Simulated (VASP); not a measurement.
Write the native input for VASP 6.6.1 that does the following.

| Property | Result |
| --- | --- |
| Task | dielectric tensor |
| Functional | r2SCAN |
| Potentials or basis | VASP PAW PBE potentials, release 64 (C) |
| Cutoff | 520 eV |
| k mesh | 10 × 10 × 10 |
| Occupations | gaussian, width 0.01 eV |
| Spin | no spin polarisation |
| Dipole correction | no |
| Further INCAR settings | ALGO = Normal; EDIFF = 1e-08 |

The structure of C lies in POSCAR:

```
C
1.0
    0.0000000000      1.7267204183      1.7920512418
    1.7267204183      0.0000000000      1.7920512418
    1.7267204183      1.7267204183      0.0000000000
C
2
Direct
    0.0000000000      0.0000000000      0.0000000000
    0.2500000000      0.2500000000      0.2500000000
```

This cell differs from its parent crystal: epitaxial xy strain -3.0%.

One way to write it, as run:

INCAR

```
PREC = Accurate
ENCUT = 520
EDIFF = 1E-8
ISMEAR = 0
SIGMA = 0.01
LREAL = F
LASPH = T
NELM = 100
ALGO = Normal
ISIF = 2
LWAVE = F
LCHARG = F
METAGGA = R2SCAN
LMIXTAU = T
LCALCEPS = T
```

KPOINTS

```
regular mesh
0
Gamma
  10 10 10
```

Potentials or basis: VASP PAW PBE potentials, release 64 (C).

Run with:

```sh
$ cat potpaw_PBE.64/C/POTCAR > POTCAR
$ mpirun -np 1 vasp_std > vasp.out
```

It gave:

```
Band gap on the k mesh                  : 3.98 eV (least direct gap 5.63 eV)
Electronic dielectric tensor (diagonal) : 5.58, 5.58, 5.99
Born charges (mean of the diagonal)     : C +0.00 e
```

Caveat: the cell differs from its parent crystal (epitaxial xy strain -3.0%).

It took 13 min on 1 thread of Intel(R) Xeon(R) 6975P-C (Granite Rapids), with other jobs on the host, peak memory 0.28 GiB.
